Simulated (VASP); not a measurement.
# Si (Fd-3m) in VASP: a series of runs

Si is run at these levels: PBE; tasks: single point, relaxation of cell and atoms.

Everything below comes from runs of VASP 6.6.1. Logs are shortened: lines on timing, memory, paths and dates and some standing lists are left out, and cuts for length are marked.

## (1) The cell of the first run

It takes space group Fd-3m (No. 227, cubic). The conventional cell has a = 11.875 Å, b = 11.875 Å, c = 11.875 Å, α = 90.00°, β = 90.00°, γ = 90.00°. Si (site symmetry 3m) has 4 Si at 2.25 to 2.36 Å within 3.0 Å.

## (2) Single point, PBE

Contents of INCAR:

```
PREC = Accurate
ENCUT = 520
EDIFF = 1E-6
ISMEAR = 0
SIGMA = 0.1
LREAL = False
LASPH = True
NELM = 100
ALGO = Normal
ISIF = 2
LWAVE = False
LCHARG = False
GGA = PE
NBANDS = 26
```

Contents of KPOINTS:

```
Automatic mesh
0
Gamma
  6 6 6
```

Contents of POSCAR:

```
Si
1.0
    0.0000000000      5.9377027023      5.9377027023
    5.9377027023      0.0000000000      5.9377027023
    5.9377027023      5.9377027023      0.0000000000
Si
8
Direct
    0.2890449291      0.5703183570      0.5703183570
    0.6796816430      0.6796816430      0.6796816430
    0.6796816430      0.6796816430      0.9609550709
    0.6796816430      0.9609550709      0.6796816430
    0.5703183570      0.2890449291      0.5703183570
    0.5703183570      0.5703183570      0.5703183570
    0.5703183570      0.5703183570      0.2890449291
    0.9609550709      0.6796816430      0.6796816430
```

Potentials or basis: VASP PAW PBE potentials, release 64 (Si).

Run with:

```sh
$ cat potpaw_PBE.64/Si/POTCAR > POTCAR
$ mpirun -np 1 vasp_std > vasp.out
```

OUTCAR:

```text
PREC = Accurate
   ENCUT = 520
   EDIFF = 1E-6
   ISMEAR = 0
   LREAL = False
   LASPH = True
   NELM = 100
   ISIF = 2
   GGA = PE

 ion  position               nearest neighbor table
   1  0.289  0.570  0.570-   8 2.25   6 2.36   7 2.36   5 2.36
   2  0.680  0.680  0.680-   6 2.25   4 2.36   3 2.36   8 2.36
   3  0.680  0.680  0.961-   7 2.25   4 2.36   2 2.36   8 2.36
   4  0.680  0.961  0.680-   5 2.25   3 2.36   2 2.36   8 2.36
   5  0.570  0.289  0.570-   4 2.25   1 2.36   6 2.36   7 2.36
   6  0.570  0.570  0.570-   2 2.25   1 2.36   5 2.36   7 2.36
   7  0.570  0.570  0.289-   3 2.25   1 2.36   5 2.36   6 2.36
   8  0.961  0.680  0.680-   1 2.25   2 2.36   3 2.36   4 2.36

  LATTYP: Found a face centered cubic cell.
 ALAT       =    11.8754054046

  Lattice vectors:

 A1 = (   0.0000000000,   5.9377027023,   5.9377027023)
 A2 = (   5.9377027023,   0.0000000000,   5.9377027023)
 A3 = (   5.9377027023,   5.9377027023,   0.0000000000)

Analysis of symmetry for initial positions (statically):
=====================================================================
 Subroutine PRICEL returns:
 Original cell was already a primitive cell.

 Routine SETGRP: Setting up the symmetry group for a
 face centered cubic supercell.

 Subroutine GETGRP returns: Found 48 space group operations
 (whereof 24 operations were pure point group operations)
 out of a pool of 48 trial point group operations.

The static configuration has the point symmetry T_d .
 The point group associated with its full space group is O_h .

Analysis of symmetry for dynamics (positions and initial velocities):
=====================================================================
 Subroutine PRICEL returns:
 Original cell was already a primitive cell.

 Routine SETGRP: Setting up the symmetry group for a
 face centered cubic supercell.

 Subroutine GETGRP returns: Found 48 space group operations
 (whereof 24 operations were pure point group operations)
 out of a pool of 48 trial point group operations.

The dynamic configuration has the point symmetry T_d .
 The point group associated with its full space group is O_h .

 Subroutine INISYM returns: Found 48 space group operations
 (whereof 24 operations are pure point group operations),
 and found     1 'primitive' translations

----------------------------------------------------------------------------------------

                                     Primitive cell

  volume of cell :     418.6830

  direct lattice vectors                    reciprocal lattice vectors
     0.000000000  5.937702702  5.937702702    -0.084207652  0.084207652  0.084207652
     5.937702702  0.000000000  5.937702702     0.084207652 -0.084207652  0.084207652
     5.937702702  5.937702702  0.000000000     0.084207652  0.084207652 -0.084207652

  length of vectors
     8.397179691  8.397179691  8.397179691     0.145851931  0.145851931  0.145851931

  position of ions in fractional coordinates (direct lattice)
     0.289044929  0.570318357  0.570318357
     0.679681643  0.679681643  0.679681643
     0.679681643  0.679681643  0.960955071
     0.679681643  0.960955071  0.679681643
     0.570318357  0.289044929  0.570318357
     0.570318357  0.570318357  0.570318357
     0.570318357  0.570318357  0.289044929
     0.960955071  0.679681643  0.679681643

  ion indices of the primitive-cell ions
   primitive index   ion index
                 1           1
                 2           2
                 3           3
                 4           4
                 5           5
                 6           6
                 7           7
                 8           8

----------------------------------------------------------------------------------------

 KPOINTS: Automatic mesh

Automatic generation of k-mesh.
 Grid dimensions read from file:
 generate k-points for:    6    6    6

 Generating k-lattice:

  Cartesian coordinates                     Fractional coordinates (reciprocal lattice)
    -0.014034609  0.014034609  0.014034609     0.166666667  0.000000000  0.000000000
     0.014034609 -0.014034609  0.014034609     0.000000000  0.166666667  0.000000000
     0.014034609  0.014034609 -0.014034609     0.000000000  0.000000000  0.166666667

  Length of vectors
     0.024308655  0.024308655  0.024308655

  Shift w.r.t. Gamma in fractional coordinates (k-lattice)
     0.000000000  0.000000000  0.000000000

 Subroutine IBZKPT returns following result:
 ===========================================

 Found     16 irreducible k-points:

 Following reciprocal coordinates:
            Coordinates               Weight
  0.000000  0.000000  0.000000      1.000000
  0.166667  0.000000  0.000000      8.000000
  0.333333  0.000000  0.000000      8.000000
  0.500000  0.000000  0.000000      4.000000
  0.166667  0.166667  0.000000      6.000000
  0.333333  0.166667  0.000000     24.000000
[... 8 lines left out ...]
 -0.333333  0.333333  0.166667     24.000000
 -0.333333  0.500000  0.166667     12.000000
   k-points           NKPTS =     16   k-points in BZ     NKDIM =     16   number of bands    NBANDS=     26
   number of dos      NEDOS =    301   number of ions     NIONS =      8
   total plane-waves  NPLWV = 262144
   dimension x,y,z NGX =    64 NGY =   64 NGZ =   64
   dimension x,y,z NGXF=   128 NGYF=  128 NGZF=  128
   ions per type =               8
   NGX,Y,Z   is equivalent  to a cutoff of  12.67, 12.67, 12.67 a.u.
   NGXF,Y,Z  is equivalent  to a cutoff of  25.34, 25.34, 25.34 a.u.
 SYSTEM =  unknown system
   PREC   = accura    normal or accurate (medium, high low for compatibility)
   ISTART =      0    job   : 0-new  1-cont  2-samecut
   ICHARG =      2    charge: 1-file 2-atom 10-const
   ISPIN  =      1    spin polarized calculation?
   LNONCOLLINEAR =      F non collinear calculations
   LSORBIT =      F    spin-orbit coupling
   LASPH  =      T    aspherical Exc in radial PAW
   ENCUT  =  520.0 eV  38.22 Ry    6.18 a.u.  15.61 15.61 15.61*2*pi/ulx,y,z
   NELM   =    100;   NELMIN=  2; NELMDL= -5     # of ELM steps
   EDIFF  = 0.1E-05   stopping-criterion for ELM
   LREAL  =      F    real-space projection
   EDIFFG = 0.1E-04   stopping-criterion for IOM
   NSW    =      0    number of steps for IOM
   IBRION =     -1    ionic relax: 0-MD 1-quasi-New 2-CG
   NFREE  =      0    steps in history (QN), initial steepest desc. (CG)
   ISIF   =      2    stress and relaxation
   ISYM   =      2    0-nonsym 1-usesym 2-fastsym
   POTIM  = 0.5000    time-step for ionic-motion
   TEBEG  =    0.0;   TEEND  =   0.0 temperature during run
   PSTRESS=    0.0 pullay stress
   NELECT =      32.0000    total number of electrons
   NUPDOWN=      -1.0000    fix difference up-down
   EMIN   =  10.00;   EMAX   =-10.00  energy-range for DOS
   EFERMI =   0.00;   METHOD = LEGACY
   ISMEAR =     0;   SIGMA  =   0.10  broadening in eV -4-tet -1-fermi 0-gaus
   EFERMI_NEDOS =   21; number of points for ismear=-14 and -15
   IALGO  =     38    algorithm
   IMIX   =      4    mixing-type and parameters
     AMIX     =   0.40;   BMIX     =  1.00
     AMIX_MAG =   1.60;   BMIX_MAG =  1.00
  volume/ion in A,a.u.               =      52.34       353.18
  Fermi-wavevector in a.u.,A,eV,Ry     =   0.694752  1.312891  6.567262  0.482680
  Thomas-Fermi vector in A             =   1.777333
   LORBIT       =      0    0 simple, 1 ext, 2 COOP (PROOUT), +10 PAW based schemes
   GGA     = PE    functional components
   LHFCALC =     F    Hartree Fock is set to
   AEXX    =    0.0000 exact exchange contribution
   IVDW    =     0    specifies the selected vdW correction
   LEPSILON=     F    determine dielectric tensor
   LRPA    =     F    only Hartree local field effects (RPA)
 non-spin polarized calculation
 Gauss-broadening in eV      SIGMA  =   0.10
  energy-cutoff  :      520.00
  volume of cell :      418.68
 maximum number of plane-waves:     11302
 NGX is ok and might be reduce to    64
   NGX = 31   NGY = 31   NGZ = 31

 number of electron      31.9999998 magnetization

 Free energy of the ion-electron system (eV)
  ---------------------------------------------------
  ext. energy  EPLUGINS =         0.00000000
  ---------------------------------------------------
  free energy    TOTEN  =       -35.20640963 eV

  energy without entropy =      -35.20515910  energy(sigma->0) =      -35.20578437

 E-fermi :  -0.0078     XC(G=0):  -5.0595

 val. band max:       -0.0206102375   @ k =   0.0000   0.0000   0.0000
 cond. band min:       0.1335253684   @ k =   0.0000   0.0000   0.0000
 fundamental gap:      0.1541356059
 Fermi energy:        -0.0078289230

 k-point     1 :       0.0000    0.0000    0.0000
  band No.  band energies     occupation
      1     -12.6195      2.00000
      2     -11.8389      2.00000
      3      -8.7867      2.00000
      4      -8.7867      2.00000
      5      -8.7867      2.00000
      6      -5.9597      2.00000
[... 18 lines left out ...]
     25       3.6134      0.00000
     26       3.6134      0.00000

 k-point     2 :       0.1667    0.0000    0.0000
  band No.  band energies     occupation
      1     -12.5904      2.00000
      2     -11.8929      2.00000
      3      -8.7899      2.00000
      4      -8.7899      2.00000
      5      -8.6861      2.00000
      6      -6.3764      2.00000
[... 18 lines left out ...]
     25       3.5061      0.00000
     26       3.6933      0.00000

 k-point     3 :       0.3333    0.0000    0.0000
  band No.  band energies     occupation
      1     -12.5170      2.00000
      2     -12.0135      2.00000
      3      -8.7962      2.00000
      4      -8.7962      2.00000
      5      -8.4495      2.00000
      6      -6.8457      2.00000
[... 340 lines left out ...]
 k-point    15 :      -0.3333    0.3333    0.1667
  band No.  band energies     occupation
      1     -12.3810      2.00000
      2     -12.1936      2.00000
      3      -8.8127      2.00000
      4      -8.8071      2.00000
      5      -8.0137      2.00000
      6      -7.4299      2.00000
[... 18 lines left out ...]
     25       3.3418      0.00000
     26       3.5091      0.00000

 k-point    16 :      -0.3333    0.5000    0.1667
  band No.  band energies     occupation
      1     -12.2908      2.00000
      2     -12.2908      2.00000
      3      -8.8124      2.00000
      4      -8.8124      2.00000
      5      -7.7325      2.00000
      6      -7.7325      2.00000
[... 18 lines left out ...]
     25       3.7666      0.00000
     26       3.7893      0.00000

------------------------ aborting loop because EDIFF is reached ----------------------------------------

  FORCE on cell =-STRESS in cart. coord.  units (eV):
  Direction    XX          YY          ZZ          XY          YZ          ZX
  --------------------------------------------------------------------------------------
  -------------------------------------------------------------------------------------
  Total       -0.0934474     -0.0934474     -0.0934474      0.0000000     -0.0000000      0.0000000
  in kB       -0.3575957     -0.3575957     -0.3575957      0.0000000     -0.0000000      0.0000000
  external PRESSURE =      -0.3575957 kB  Pullay stress =       0.0000000 kB

 VOLUME and BASIS-vectors are now :
 -----------------------------------------------------------------------------
  energy-cutoff  :      520.00
  volume of cell :      418.68
      direct lattice vectors                 reciprocal lattice vectors
     0.000000000  5.937702702  5.937702702    -0.084207652  0.084207652  0.084207652
     5.937702702  0.000000000  5.937702702     0.084207652 -0.084207652  0.084207652
     5.937702702  5.937702702  0.000000000     0.084207652  0.084207652 -0.084207652

 POSITION                                       TOTAL-FORCE (eV/Angst)
 -----------------------------------------------------------------------------------
      6.77276      5.10264      5.10264         0.000390     -0.000390     -0.000390
      8.07150      8.07150      8.07150        -0.000390     -0.000390     -0.000390
      9.74161      9.74161      8.07150         0.000390      0.000390     -0.000390
      9.74161      8.07150      9.74161         0.000390     -0.000390      0.000390
      5.10264      6.77276      5.10264        -0.000390      0.000390     -0.000390
      6.77276      6.77276      6.77276         0.000390      0.000390      0.000390
      5.10264      5.10264      6.77276        -0.000390     -0.000390      0.000390
      8.07150      9.74161      9.74161        -0.000390      0.000390      0.000390
 -----------------------------------------------------------------------------------
    total drift:                               -0.000000     -0.000000     -0.000000

  FREE ENERGIE OF THE ION-ELECTRON SYSTEM (eV)
  ---------------------------------------------------
  free  energy   TOTEN  =       -35.2064096307 eV

  energy  without entropy=      -35.2051591010  energy(sigma->0) =      -35.20578437
```

Wall time 2.8 min (1 thread of AMD EPYC 7R13 (Zen 3), shared host); peak memory 0.56 GiB.

What came out:

| Item | Value |
| --- | --- |
| Free energy | -35.2064 eV |
| Pressure | 0.0 GPa |
| Band gap on the k mesh | zero (filled and empty bands touch) |

Levels at points of the mesh, in eV from the Fermi level:
```tsv
k point	band 14	band 15	band 16	band 17	band 18	band 19
(0.00, 0.00, 0.00)	-2.25	-0.01	-0.01	-0.01	0.14	0.14
(0.50, 0.00, 0.00)	-1.93	-0.73	-0.73	0.29	0.29	0.50
(0.50, 0.50, 0.00)	-1.54	-1.39	-1.39	0.52	0.52	1.17
```

## (3) Relaxation of cell and atoms, PBE

This run uses another cell than the first one, of 52.05 Å³/atom, 0.995 times its volume.

Contents of INCAR:

```
  ALGO = Normal
  EDIFF = 1E-7
  EDIFFG = -0.01
  ENCUT = 600
  GGA = PE
  IBRION = 2
  ISIF = 3
  ISMEAR = 0
  LASPH = True
  LCHARG = False
  LREAL = False
  LWAVE = False
  NELM = 100
  NSW = 100
  PREC = Accurate
  SIGMA = 0.1
```

Contents of KPOINTS:

```
k-points
0
Gamma
  6 6 6
```

Contents of POSCAR:

```
Si
1.0
    0.0000000000      5.9268911368      5.9268911368
    5.9268911368      0.0000000000      5.9268911368
    5.9268911368      5.9268911368      0.0000000000
Si
8
Direct
    0.2888304332      0.5703898556      0.5703898556
    0.6796101444      0.6796101444      0.6796101444
    0.6796101444      0.6796101444      0.9611695668
    0.6796101444      0.9611695668      0.6796101444
    0.5703898556      0.2888304332      0.5703898556
    0.5703898556      0.5703898556      0.5703898556
    0.5703898556      0.5703898556      0.2888304332
    0.9611695668      0.6796101444      0.6796101444
```

Potentials or basis: VASP PAW PBE potentials, release 64 (Si).

Run with:

```sh
$ cat potpaw_PBE.64/Si/POTCAR > POTCAR
$ mpirun -np 1 vasp_std > vasp.out
```

It took 11 min on 1 thread of AMD EPYC 7R13 (Zen 3), shared host; peak memory 0.74 GiB.

It converged, with:

```
Free energy                            : -35.2069 eV
Relaxed volume                         : 52.27 Å³/atom
Relaxed cell                           : a = 8.393 Å, b = 8.393 Å, c = 8.393 Å, α = 60.00°, β = 60.00°, γ = 60.00°
Space group after relaxing (to 0.05 Å) : Fd-3m (No. 227)
Energy gained by relaxing              : 0.1 meV/atom
Ionic steps                            : 5
Pressure after relaxing                : 0.0 GPa
Band gap on the k mesh                 : zero (filled and empty bands touch)
```

Step by step:
| step | energy change (eV) | largest force (eV/Å) | pressure (GPa) | volume (Å³) |
| --- | --- | --- | --- | --- |
| 1 | 0.0000 | 0.0487 | 0.10 | 416.40 |
| 2 | -0.0006 | 0.0447 | 0.00 | 418.40 |
| 3 | -0.0008 | 0.0171 | 0.03 | 417.80 |
| 4 | -0.0008 | 0.0161 | -0.02 | 418.47 |
| 5 | -0.0008 | 0.0005 | 0.00 | 418.13 |

Final structure:
```
CELL_PARAMETERS angstrom
0.00000 5.93509 5.93509
5.93509 0.00000 5.93509
5.93509 5.93509 0.00000
ATOMIC_POSITIONS crystal
Si 0.28903 0.57032 0.57032
Si 0.67968 0.67968 0.67968
Si 0.67968 0.67968 0.96097
Si 0.67968 0.96097 0.67968
Si 0.57032 0.28903 0.57032
Si 0.57032 0.57032 0.57032
Si 0.57032 0.57032 0.28903
Si 0.96097 0.67968 0.67968
```

Levels at points of the mesh, in eV from the Fermi level:
```csv
k point,band 13,band 14,band 15,band 16,band 17,band 18,band 19,band 20
"(0.00, 0.00, 0.00)",-2.26,-2.26,-0.01,-0.01,-0.01,0.14,0.14,0.96
"(0.50, 0.00, 0.00)",-1.94,-1.94,-0.74,-0.74,0.29,0.29,0.50,0.97
"(0.50, 0.50, 0.00)",-1.55,-1.55,-1.40,-1.40,0.52,0.52,1.17,1.17
```

## (4) Single point, PBE

This run uses another cell than the first one, of 52.05 Å³/atom, 0.995 times its volume.

Contents of INCAR:

```
SYSTEM = Si
PREC = Accurate ; ENCUT = 520
EDIFF = 1E-7 ; ISMEAR = 0
SIGMA = 0.1 ; LREAL = .FALSE.
LASPH = .TRUE. ; NELM = 100
ALGO = Normal ; ISIF = 2
LWAVE = .FALSE. ; LCHARG = .FALSE.
GGA = PE ; NBANDS = 26
```

Contents of KPOINTS:

```
Automatic mesh
0
G
  4 4 4
  0 0 0
```

Contents of POSCAR:

```
Si
1.0
    0.0000000000      5.9268911368      5.9268911368
    5.9268911368      0.0000000000      5.9268911368
    5.9268911368      5.9268911368      0.0000000000
Si
8
Direct
    0.7888304332      0.0703898556      0.0703898556
    0.1796101444      0.1796101444      0.1796101444
    0.1796101444      0.1796101444      0.4611695668
    0.1796101444      0.4611695668      0.1796101444
    0.0703898556      0.7888304332      0.0703898556
    0.0703898556      0.0703898556      0.0703898556
    0.0703898556      0.0703898556      0.7888304332
    0.4611695668      0.1796101444      0.1796101444
```

Run with:

```sh
$ cat potpaw_PBE.64/Si/POTCAR > POTCAR
$ mpirun -np 1 vasp_std > vasp.out
```

Wall time 98 s (1 thread of AMD EPYC 7R13 (Zen 3), shared host); peak memory 0.53 GiB.

The run converged. Its results:

- Free energy: -35.1994 eV
- Pressure: 0.1 GPa
- Largest force: 0.045 eV/Å
- Band gap on the k mesh: zero (filled and empty bands touch)

Forces in eV/Å, atoms in the order of the input:
```
Si  -0.026  0.026  0.026
Si   0.026  0.026  0.026
Si  -0.026 -0.026  0.026
Si  -0.026  0.026 -0.026
Si   0.026 -0.026  0.026
Si  -0.026 -0.026 -0.026
Si   0.026  0.026 -0.026
Si   0.026 -0.026 -0.026
```

Levels at points of the mesh, in eV from the Fermi level:
```tsv
k point	band 14	band 15	band 16	band 17	band 18	band 19
(0.00, 0.00, 0.00)	-2.29	-0.03	-0.03	-0.03	0.13	0.13
(0.50, 0.00, 0.00)	-1.97	-0.76	-0.76	0.27	0.27	0.49
(0.50, 0.50, 0.00)	-1.57	-1.42	-1.42	0.50	0.50	1.17
```

## (5) Summary

| task | cell | k mesh | cutoff (eV) | gap on the mesh (eV) | pressure (GPa) |
| --- | --- | --- | --- | --- | --- |
| single point | a = 8.397 Å, angles 60.0°, 8 atoms | 6 × 6 × 6 | 520 | none | 0.0 |
| relaxation of cell and atoms | relaxed from a = 8.382 Å, angles 60.0°, 8 atoms | 6 × 6 × 6 | 600 | none | 0.0 |
| single point | a = 8.382 Å, angles 60.0°, 8 atoms | 4 × 4 × 4 | 520 | none | 0.1 |

Alike in all rows: level PBE; potentials or basis VASP PAW PBE potentials, release 64 (Si); no spin polarisation; smearing gaussian 0.1 eV.

Absolute energies hang on the potentials; compare differences alone.
